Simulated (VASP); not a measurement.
# Ba (P6/mmm) in VASP: further runs, part 2 of 2

VASP 6.6.1. The steps go on from the part before.

### Step 4. Relaxation of cell and atoms, revPBE

This run uses another cell than the first one, of 62.50 Å³/atom.

INCAR reads:

```
SYSTEM = Ba
  PREC = Accurate
  ENCUT = 600
  EDIFF = 1E-6
  ISMEAR = -1
  SIGMA = 0.1
  LREAL = .False.
  LASPH = .True.
  NELM = 80
  ALGO = Normal
  ISIF = 3
  LWAVE = .False.
  LCHARG = .False.
  GGA = RE
  IBRION = 2
  NSW = 80
  EDIFFG = -0.01
```

KPOINTS reads:

```
regular mesh
0
Gamma
  5 5 7
  0 0 0
```

POSCAR reads:

```
Ba
1.0
    7.0686539647      0.0000000000      0.0000000000
   -3.5343269823      6.1216339040      0.0000000000
    0.0000000000      0.0000000000      4.3330848804
Ba
3
Direct
    0.0000000000      0.0000000000      0.0000000000
    0.3333333333      0.6666666667      0.5000000000
    0.6666666667      0.3333333333      0.5000000000
```

Potentials or basis: VASP PAW PBE potentials, release 64 (Ba_sv).

The run is started by

```sh
cat potpaw_PBE.64/Ba_sv/POTCAR > POTCAR
mpirun -np 1 vasp_std > vasp.out
```

OUTCAR:

```text
SYSTEM = Ba
   PREC = Accurate
   ENCUT = 600
   EDIFF = 1E-6
   ISMEAR = -1
   LREAL = .False.
   LASPH = .True.
   NELM = 80
   ISIF = 3
   GGA = RE
   IBRION = 2
   NSW = 80
   EDIFFG = -0.01

 ion  position               nearest neighbor table
   1  0.000  0.000  0.000-   2 4.62   3 4.62   2 4.62   3 4.62   2 4.62   2 4.62   3 4.62   3 4.62
                             3 4.62   3 4.62   2 4.62   2 4.62
   2  0.333  0.667  0.500-   3 4.08   3 4.08   3 4.08   1 4.62   1 4.62   1 4.62   1 4.62   1 4.62
                             1 4.62
   3  0.667  0.333  0.500-   2 4.08   2 4.08   2 4.08   1 4.62   1 4.62   1 4.62   1 4.62   1 4.62
                             1 4.62

  LATTYP: Found a hexagonal cell.
 ALAT       =     7.0686539647
 C/A-ratio  =     0.6130000000

  Lattice vectors:

[... 182 lines left out ...]
  -------------------------------------------------------------------------------------
  Total        1.2168963      1.2168963      0.3756916      0.0000000     -0.0000000      0.0000000
  in kB       10.3983129     10.3983129      3.2102641      0.0000000     -0.0000000      0.0000000
  external PRESSURE =       8.0022966 kB  Pullay stress =       0.0000000 kB
[... 172 lines left out ...]
--------------------------------------- Ionic step        6  -------------------------------------------

 number of electron      29.9999999 magnetization

 Free energy of the ion-electron system (eV)
  ---------------------------------------------------
  ext. energy  EPLUGINS =         0.00000000
  ---------------------------------------------------
  free energy    TOTEN  =        -5.08681662 eV

  energy without entropy =       -4.89547582  energy(sigma->0) =       -4.99114622

 E-fermi :   1.4801     XC(G=0):  -7.0613

 val. band max:        1.4722430171   @ k =   0.0000   0.0000   0.2857
 cond. band min:       1.4806149028   @ k =   0.0000   0.0000   0.4286
 fundamental gap:      0.0083718857
 Fermi energy:         1.4801007331

 k-point     1 :       0.0000    0.0000    0.0000
  band No.  band energies     occupation
      1     -27.6302      2.00000
      2     -27.5923      2.00000
      3     -27.5301      2.00000
      4     -12.9267      2.00000
      5     -12.9267      2.00000
      6     -12.7744      2.00000
[... 459 lines left out ...]
  FREE ENERGIE OF THE ION-ELECTRON SYSTEM (eV)
  ---------------------------------------------------
  free  energy   TOTEN  =        -5.0868166244 eV

  energy  without entropy=       -4.8954758229  energy(sigma->0) =       -4.99114622

 reached required accuracy - stopping structural energy minimisation
```

OSZICAR:

```text
N       E                     dE             d eps       ncg     rms          rms(c)
DAV:   1     0.254866211495E+03    0.25487E+03   -0.13020E+04   760   0.144E+03
DAV:   2     0.151781613027E+02   -0.23969E+03   -0.23657E+03  1007   0.254E+02
DAV:   3    -0.408804832719E+01   -0.19266E+02   -0.18880E+02  1063   0.797E+01
[... 51 lines left out ...]
DAV:   3    -0.508680959072E+01    0.79391E-04   -0.28117E-04   965   0.988E-02    0.742E-03
DAV:   4    -0.508681279179E+01   -0.32011E-05   -0.14142E-05  1163   0.151E-02    0.533E-03
DAV:   5    -0.508681520045E+01   -0.24087E-05   -0.54234E-07   470   0.546E-03    0.248E-03
DAV:   6    -0.508681686806E+01   -0.16676E-05   -0.51267E-07   440   0.503E-03    0.632E-04
DAV:   7    -0.508681662437E+01    0.24369E-06   -0.11474E-07   422   0.193E-03
   6 F= -.50868166E+01 E0= -.49911462E+01  d E =-.548666E-04
```

It took 4.6 min on 1 thread of Intel Xeon Platinum 8488C (Sapphire Rapids), shared host; peak memory 0.37 GiB.

Results:

```
Free energy                           : -5.0868 eV
Relaxed volume                        : 68.49 Å³/atom
Relaxed cell                          : a = 7.358 Å, b = 7.358 Å, c = 4.382 Å, α = 90.00°, β = 90.00°, γ = 120.00°
Space group after relaxing (to 0.1 Å) : P6/mmm (No. 191)
Energy gained by relaxing             : 17.2 meV/atom
Ionic steps                           : 6
Pressure after relaxing               : 0.0 GPa
Band gap on the k mesh                : zero (bands 15 and 16 overlap by 0.47 eV)
```

The path:
```
step  energy change (eV)  largest force (eV/Å)  pressure (GPa)  volume (Å³)
   1              0.0000                0.0000            0.80       187.50
   2             -0.0375                0.0000            0.39       196.09
   3             -0.0507                0.0000           -0.10       208.46
   4             -0.0515                0.0000           -0.02       206.01
   5             -0.0515                0.0000            0.00       205.63
   6             -0.0515                0.0000            0.01       205.48
```

Final structure:
```cif
data_structure
_symmetry_space_group_name_H-M 'P 1'
_symmetry_Int_Tables_number 1
_cell_length_a 7.3580
_cell_length_b 7.3580
_cell_length_c 4.3825
_cell_angle_alpha 90.000
_cell_angle_beta 90.000
_cell_angle_gamma 120.000
_cell_volume 205.48
loop_
_atom_site_label
_atom_site_type_symbol
_atom_site_fract_x
_atom_site_fract_y
_atom_site_fract_z
_atom_site_occupancy
Ba1 Ba 0.00000 0.00000 0.00000 1
Ba2 Ba 0.33333 0.66667 0.50000 1
Ba3 Ba 0.66667 0.33333 0.50000 1
```

Levels at points of the mesh, in eV from the Fermi level:
```
           k point  band 13  band 14  band 15  band 16  band 17  band 18
(0.00, 0.00, 0.00)    -2.71    -0.26     0.39     0.39     0.44     0.44
```

Caveat: the PAW data sets were made with another functional, which shifts forces and pressure a little; spin-orbit coupling is left out, which moves the levels of the heavy elements.

### Step 5. Overview

| task | cell | k mesh | cutoff (eV) | gap on the mesh (eV) | pressure (GPa) |
| --- | --- | --- | --- | --- | --- |
| single point | a = 7.636, b = 7.636, c = 4.536 Å, angles 90.0, 90.0, 120.0°, 3 atoms | 6 × 6 × 8 | 520 | none | -0.7 |
| single point | a = 7.353, b = 7.353, c = 4.368 Å, angles 90.0, 90.0, 120.0°, 3 atoms | 7 × 7 × 10 | 520 | none | 0.0 |
| relaxation of cell and atoms | relaxed from a = 7.069, b = 7.069, c = 4.333 Å, angles 90.0, 90.0, 120.0°, 3 atoms | 5 × 5 × 7 | 600 | none | 0.0 |

Alike in all rows: level revPBE; potentials or basis VASP PAW PBE potentials, release 64 (Ba_sv); no spin polarisation; smearing fermi-dirac 0.1 eV.

Caveats: the PAW data sets were made with another functional, which shifts forces and pressure a little; spin-orbit coupling is left out, which moves the levels of the heavy elements.

Absolute energies hang on the potentials; compare differences alone.
